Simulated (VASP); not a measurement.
Set up this calculation in VASP 6.6.1, as the native input.

```yaml
Task: single point
Functional: PBE
Potentials_or_basis: VASP PAW PBE potentials, release 64 (Nb_sv)
Cutoff: 500 eV
k_mesh: 10 × 10 × 10
Occupations: methfessel-paxton, width 0.1 eV
Spin: no spin polarisation
Dipole_correction: no
Further_INCAR_settings: ALGO = Normal; EDIFF = 1e-06; NBANDS = 12
```

The structure of Nb lies in POSCAR:

```
Nb
1.0
    0.0000000000      2.1088824334      2.1088824334
    2.1088824334      0.0000000000      2.1088824334
    2.1088824334      2.1088824334      0.0000000000
Nb
1
Direct
    0.0000000000      0.0000000000      0.0000000000
```

This isn't the form of Nb at room conditions, which is bcc.

These files were run (other wordings do the same):

INCAR

```
SYSTEM = Nb
ALGO     = Normal         ! electronic algorithm
EDIFF    = 1E-6           ! SCF threshold, eV
ENCUT    = 500            ! plane-wave cutoff, eV
GGA      = PE             ! functional
GGA_COMPAT= .FALSE.      
ISIF     = 2              ! what is computed and relaxed
ISMEAR   = 1              ! smearing method
LASPH    = .TRUE.         ! aspherical terms in the spheres
LCHARG   = .TRUE.         ! write CHGCAR
LELF     = .TRUE.         ! ELF
LREAL    = .FALSE.        ! projectors in reciprocal space
LVHAR    = .TRUE.       
LWAVE    = .FALSE.        ! write WAVECAR
NBANDS   = 12             ! bands
NELM     = 120            ! most SCF steps
PREC     = Accurate       ! precision mode
SIGMA    = 0.1            ! smearing width, eV
```

KPOINTS

```
k-points
0
G
  10 10 10
  0 0 0
```

Potentials or basis: VASP PAW PBE potentials, release 64 (Nb_sv).

Run with:

```sh
$ cat potpaw_PBE.64/Nb_sv/POTCAR > POTCAR
$ mpirun -np 1 vasp_std > vasp.out
```

It gave:

The pressure is -0.4 GPa and the band gap on the k mesh is zero (an odd number of electrons rules out a gap without spin polarisation).

Wall time 5.7 s on 1 thread of Intel(R) Xeon(R) Platinum 8488C (Sapphire Rapids) (shared host), peak memory 0.14 GiB.
